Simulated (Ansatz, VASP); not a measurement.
**GaSb: VASP beside Ansatz**

File POSCAR:

```
GaSb
1.0
    0.0000000000      3.0590000000      3.0590000000
    3.0590000000      0.0000000000      3.0590000000
    3.0590000000      3.0590000000      0.0000000000
Sb Ga
1 1
Direct
    0.7500000000      0.7500000000      0.7500000000
    0.0000000000      0.0000000000      0.0000000000
```

Contents of INCAR.step1:

```
SYSTEM = GaSb
PREC     = Accurate       ! precision mode
ENCUT    = 520            ! plane-wave cutoff, eV
ISMEAR   = -1             ! smearing method
SIGMA    = 0.05           ! smearing width, eV
LREAL    = .False.        ! projectors in reciprocal space
LASPH    = .True.         ! aspherical terms in the spheres
NELM     = 80             ! most SCF steps
NBANDS   = 16             ! bands
GGA      = PE             ! functional
ALGO     = Normal         ! electronic algorithm
EDIFF    = 1E-4           ! SCF threshold, eV
LWAVE    = .True.         ! write WAVECAR
LCHARG   = .False.        ! write CHGCAR
```

Contents of INCAR.step2:

```
SYSTEM = GaSb
PREC     = Accurate       ! precision mode
ENCUT    = 520            ! plane-wave cutoff, eV
EDIFF    = 1E-7           ! SCF threshold, eV
ISMEAR   = -1             ! smearing method
SIGMA    = 0.05           ! smearing width, eV
LREAL    = .False.        ! projectors in reciprocal space
LASPH    = .True.         ! aspherical terms in the spheres
NELM     = 80             ! most SCF steps
ALGO     = Normal         ! electronic algorithm
ISIF     = 2              ! what is computed and relaxed
LWAVE    = .False.        ! write WAVECAR
LCHARG   = .False.        ! write CHGCAR
METAGGA  = R2SCAN         ! meta-GGA
LMIXTAU  = .True.       
IVDW     = 13             ! dispersion correction
VDW_S6   = 1.0          
VDW_S8   = 0.6018749    
VDW_A1   = 0.51559235   
VDW_A2   = 5.77342911   
NBANDS   = 16             ! bands
ISTART   = 1
```

KPOINTS

```
Automatic mesh
0
Gamma
  8 8 8
  0 0 0
```

Contents of input.yaml:

```yaml
crystal:
  lattice:
    - [0.0, 3.059, 3.059]
    - [3.059, 0.0, 3.059]
    - [3.059, 3.059, 0.0]
  atoms:
    - { symbol: Sb, position: [0.75, 0.75, 0.75] }
    - { symbol: Ga, position: [0.0, 0.0, 0.0] }
hamiltonian:
  xc: r2scan
  pseudopotentials: { kind: paw }
  dispersion: d4
kpoints:
  mp_grid: { grid: [8, 8, 8] }
scf:
  occupations: { method: fermi_dirac, width: 0.05 }
output:
  forces: true
  stress: true
  eigenvalues: true
  write_density: true
  write_potential: true
  elf: true
  volumetric_format: npy
```

Alike in both runs: task single point; functional r2SCAN; dispersion D4; k mesh 8 × 8 × 8; occupations fermi-dirac, width 0.05 eV; no spin polarisation.

|  | VASP | Ansatz |
| --- | --- | --- |
| version | VASP 6.6.1 | Ansatz 0.2.0 |
| potentials or method | VASP PAW PBE potentials, release 64 (Sb, Ga_d) | Ansatz PAW |
| plane-wave cutoff (eV) | 520 | 500 |
| valence electrons in the cell | 18 | 28 |

VASP gave:

| Property | Result |
| --- | --- |
| gap on the k mesh at the Fermi level (eV) | 0.45 |
| least direct gap on the mesh (eV) | 0.45 |
| pressure (GPa) | -0.2 |

Task: Estimate Ansatz's values.

Result: gap on the k mesh at the Fermi level (eV): 0.47; least direct gap on the mesh (eV): 0.47; pressure (GPa): -0.4.

VASP's potentials were made for PBE, not for r2SCAN. VASP's potentials hold 18 valence electrons a cell and Ansatz's 28, so a difference there can come from the potentials and not from the codes.

Neither program's run includes spin-orbit coupling.
